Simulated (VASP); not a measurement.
# P (Cmce) in VASP: notebook, part 2 of 2

VASP 6.6.1. Earlier steps stand in the parts before.

## 3. Electric field gradients, PBEsol

This run uses another cell than the first one: it holds 16 atoms, not 8.

The input, INCAR:

```
PREC     = Accurate       # precision mode
ENCUT    = 520            # plane-wave cutoff, eV
EDIFF    = 1E-8           # SCF threshold, eV
ISMEAR   = -1             # smearing method
SIGMA    = 0.05           # smearing width, eV
LREAL    = Auto         
LASPH    = True           # aspherical terms in the spheres
NELM     = 80             # most SCF steps
ALGO     = Normal         # electronic algorithm
ISIF     = 2              # what is computed and relaxed
LWAVE    = False          # write WAVECAR
LCHARG   = False          # write CHGCAR
GGA      = PS             # functional
LEFG     = True         
NBANDS   = 54             # bands
```

The input, KPOINTS:

```
regular mesh
0
Gamma
  2 2 2
```

The input, POSCAR:

```
P
1.0
    1.6582000000      5.2420000000      4.3793000000
    1.6582000000     -5.2420000000      4.3793000000
    6.6328000000      0.0000000000      0.0000000000
P
16
Direct
    0.6419600000      0.4387200000      0.2298300000
    0.6419600000      0.4387200000      0.7298300000
    0.1419600000      0.9387200000      0.4798300000
    0.1419600000      0.9387200000      0.9798300000
    0.1887200000      0.3919600000      0.1048300000
    0.1887200000      0.3919600000      0.6048300000
    0.6887200000      0.8919600000      0.3548300000
    0.6887200000      0.8919600000      0.8548300000
    0.8580400000      0.0612800000      0.0201700000
    0.8580400000      0.0612800000      0.5201700000
    0.3580400000      0.5612800000      0.2701700000
    0.3580400000      0.5612800000      0.7701700000
    0.3112800000      0.1080400000      0.1451700000
    0.3112800000      0.1080400000      0.6451700000
    0.8112800000      0.6080400000      0.3951700000
    0.8112800000      0.6080400000      0.8951700000
```

Potentials or basis: VASP PAW PBE potentials, release 64 (P).

Run with:

```console
$ cat potpaw_PBE.64/P/POTCAR > POTCAR
$ mpirun -np 1 vasp_std > vasp.out
```

OUTCAR:

```text
PREC = Accurate
   ENCUT = 520
   EDIFF = 1E-8
   ISMEAR = -1
   LREAL = Auto
   LASPH = True
   NELM = 80
   ISIF = 2
   GGA = PS

 ion  position               nearest neighbor table
   1  0.642  0.439  0.230-  15 2.22  16 2.22  11 2.24
   2  0.642  0.439  0.730-  15 2.22  16 2.22  12 2.24
   3  0.142  0.939  0.480-  13 2.22  14 2.22  10 2.24
   4  0.142  0.939  0.980-  13 2.22  14 2.22   9 2.24
   5  0.189  0.392  0.105-  11 2.22  12 2.22  13 2.24
   6  0.189  0.392  0.605-  11 2.22  12 2.22  14 2.24
[... 8 lines left out ...]
  15  0.811  0.608  0.395-   1 2.22   2 2.22   7 2.24
  16  0.811  0.608  0.895-   1 2.22   2 2.22   8 2.24

  LATTYP: Found a base centered monoclinic cell.
 ALAT       =     9.3654462211
 B/A-ratio  =     1.1194341148
 C/A-ratio  =     0.7082203926
 COS(beta)  =    -0.3541101963

  Lattice vectors:

 A1 = (  -1.6582000000,  -5.2420000000,  -4.3793000000)
 A2 = (  -1.6582000000,   5.2420000000,  -4.3793000000)
 A3 = (   6.6328000000,   0.0000000000,   0.0000000000)

Analysis of symmetry for initial positions (statically):
=====================================================================
[... 563 lines left out ...]
  free  energy   TOTEN  =       -91.7956903127 eV

  energy  without entropy=      -91.7931934135  energy(sigma->0) =      -91.79444186

 Electric field gradients (V/A^2)
---------------------------------------------------------------------
 ion       V_xx      V_yy      V_zz      V_xy      V_xz      V_yz
---------------------------------------------------------------------
   1      26.990   -26.816    -0.174    -0.075    -0.178    50.326
   2      26.990   -26.816    -0.174    -0.075    -0.178    50.326
   3      26.990   -26.816    -0.174    -0.075    -0.178    50.326
   4      26.990   -26.816    -0.174    -0.075    -0.178    50.326
   5      26.990   -26.816    -0.174     0.075    -0.177   -50.326
   6      26.990   -26.816    -0.174     0.075    -0.177   -50.326
[... 8 lines left out ...]
  15      26.990   -26.816    -0.174     0.075    -0.177   -50.326
  16      26.990   -26.816    -0.174     0.075    -0.177   -50.326
---------------------------------------------------------------------

 Electric field gradients after diagonalization (V/A^2)
 (convention: |V_zz| > |V_xx| > |V_yy|)
----------------------------------------------------------------------
 ion       V_xx      V_yy      V_zz     asymmetry (V_yy - V_xx)/ V_zz
----------------------------------------------------------------------
   1      38.567    26.987   -65.554       0.177
   2      38.567    26.987   -65.554       0.177
   3      38.567    26.987   -65.554       0.177
   4      38.567    26.987   -65.554       0.177
   5      38.567    26.987   -65.554       0.177
   6      38.567    26.987   -65.554       0.177
[... 8 lines left out ...]
  15      38.567    26.987   -65.554       0.177
  16      38.567    26.987   -65.554       0.177
----------------------------------------------------------------------

           NMR quadrupolar parameters

 Cq : quadrupolar parameter    Cq=e*Q*V_zz/h
 eta: asymmetry parameters     (V_yy - V_xx)/ V_zz
 Q  : nuclear electric quadrupole moment in mb (millibarn)
----------------------------------------------------------------------
 ion       Cq(MHz)       eta       Q (mb)
----------------------------------------------------------------------
   1      -0.159       0.177       1.000
   2      -0.159       0.177       1.000
   3      -0.159       0.177       1.000
   4      -0.159       0.177       1.000
   5      -0.159       0.177       1.000
   6      -0.159       0.177       1.000
[... 8 lines left out ...]
  15      -0.159       0.177       1.000
  16      -0.159       0.177       1.000
----------------------------------------------------------------------
```

OSZICAR:

```text
N       E                     dE             d eps       ncg     rms          rms(c)
DAV:   1     0.302038000173E+03    0.30204E+03   -0.33248E+04   648   0.127E+03
DAV:   2    -0.649444294195E+02   -0.36698E+03   -0.34703E+03   802   0.202E+02
DAV:   3    -0.917987802801E+02   -0.26854E+02   -0.26156E+02   800   0.526E+01
DAV:   4    -0.925291661779E+02   -0.73039E+00   -0.72132E+00   824   0.948E+00
DAV:   5    -0.925562784687E+02   -0.27112E-01   -0.27080E-01   816   0.164E+00    0.201E+01
DAV:   6    -0.920299732794E+02    0.52631E+00   -0.26862E-01   808   0.169E+00    0.118E+01
DAV:   7    -0.917964574963E+02    0.23352E+00   -0.48025E-01   728   0.224E+00    0.456E-01
DAV:   8    -0.917955904495E+02    0.86705E-03   -0.51920E-02   800   0.792E-01    0.350E-01
DAV:   9    -0.917958030611E+02   -0.21261E-03   -0.16064E-03   800   0.151E-01    0.170E-01
DAV:  10    -0.917956867986E+02    0.11626E-03   -0.82910E-04   744   0.922E-02    0.615E-02
DAV:  11    -0.917956906504E+02   -0.38518E-05   -0.99213E-05   808   0.387E-02    0.420E-02
DAV:  12    -0.917956900153E+02    0.63506E-06   -0.41080E-06   848   0.705E-03    0.262E-02
DAV:  13    -0.917956904569E+02   -0.44155E-06   -0.22594E-06   744   0.524E-03    0.114E-02
DAV:  14    -0.917956902569E+02    0.19995E-06   -0.45791E-07   752   0.228E-03    0.275E-03
DAV:  15    -0.917956902884E+02   -0.31473E-07   -0.12045E-07   848   0.108E-03    0.107E-03
DAV:  16    -0.917956903132E+02   -0.24792E-07   -0.99015E-09   456   0.376E-04    0.273E-04
DAV:  17    -0.917956903127E+02    0.48749E-09   -0.17593E-09   432   0.178E-04
   1 F= -.91795690E+02 E0= -.91794442E+02  d E =-.249690E-02
```

It took 4.1 min on 1 thread of Intel Xeon Platinum 8259CL at 2.50GHz (Skylake/Cascade Lake), shared host; peak memory 0.36 GiB.

What came out:

```
Free energy            : -91.7957 eV
Pressure               : -0.7 GPa
Largest force          : 0.140 eV/Å
Band gap on the k mesh : 0.39 eV
```

Forces on the atoms (eV/Å):
```
P   -0.016  0.138 -0.016
P   -0.016  0.138 -0.016
P   -0.016  0.138 -0.016
P   -0.016  0.138 -0.016
P   -0.016 -0.138 -0.016
P   -0.016 -0.138 -0.016
P   -0.016 -0.138 -0.016
P   -0.016 -0.138 -0.016
P    0.016 -0.138  0.016
P    0.016 -0.138  0.016
P    0.016 -0.138  0.016
P    0.016 -0.138  0.016
P    0.016  0.138  0.016
P    0.016  0.138  0.016
P    0.016  0.138  0.016
P    0.016  0.138  0.016
```

Levels at points of the mesh, in eV from the valence-band top:
| k point | band 38 | band 39 | band 40 | band 41 | band 42 | band 43 |
| --- | --- | --- | --- | --- | --- | --- |
| (0.00, 0.00, 0.00) | -1.55 | -1.55 | -1.29 | 0.80 | 1.00 | 1.00 |
| (0.50, 0.00, 0.00) | -1.86 | -1.07 | -1.07 | 0.82 | 0.82 | 1.22 |
| (0.50, 0.50, 0.00) | -1.22 | -1.22 | 0.00 | 0.39 | 0.70 | 1.00 |
| (0.00, 0.00, 0.50) | -1.46 | -1.22 | -1.22 | 1.20 | 1.20 | 1.21 |
| (0.50, 0.00, 0.50) | -1.76 | -1.16 | -1.16 | 0.67 | 0.67 | 1.75 |
| (0.50, 0.50, 0.50) | -1.48 | -0.96 | -0.96 | 0.80 | 0.80 | 0.92 |

Electric field gradients, principal values (V/Å²):
| atom | least | middle | greatest (by size) |
| --- | --- | --- | --- |
| 1 P | 26.987 | 38.567 | -65.554 |
| 2 P | 26.987 | 38.567 | -65.554 |
| 3 P | 26.987 | 38.567 | -65.554 |
| 4 P | 26.987 | 38.567 | -65.554 |
| 5 P | 26.987 | 38.567 | -65.554 |
| 6 P | 26.987 | 38.567 | -65.554 |
| 7 P | 26.987 | 38.567 | -65.554 |
| 8 P | 26.987 | 38.567 | -65.554 |
| 9 P | 26.987 | 38.567 | -65.554 |
| 10 P | 26.987 | 38.567 | -65.554 |
| 11 P | 26.987 | 38.567 | -65.554 |
| 12 P | 26.987 | 38.567 | -65.554 |
| 13 P | 26.987 | 38.567 | -65.554 |
| 14 P | 26.987 | 38.567 | -65.554 |
| 15 P | 26.987 | 38.567 | -65.554 |
| 16 P | 26.987 | 38.567 | -65.554 |

Caveat: the k points lie up to 0.51 Å⁻¹ apart; without QUAD_EFG the Cq values of the log hold for a quadrupole moment of 1 mb, not for the nuclei; the PAW data sets were made with another functional, which shifts forces and pressure a little. A k mesh can miss the band edges.
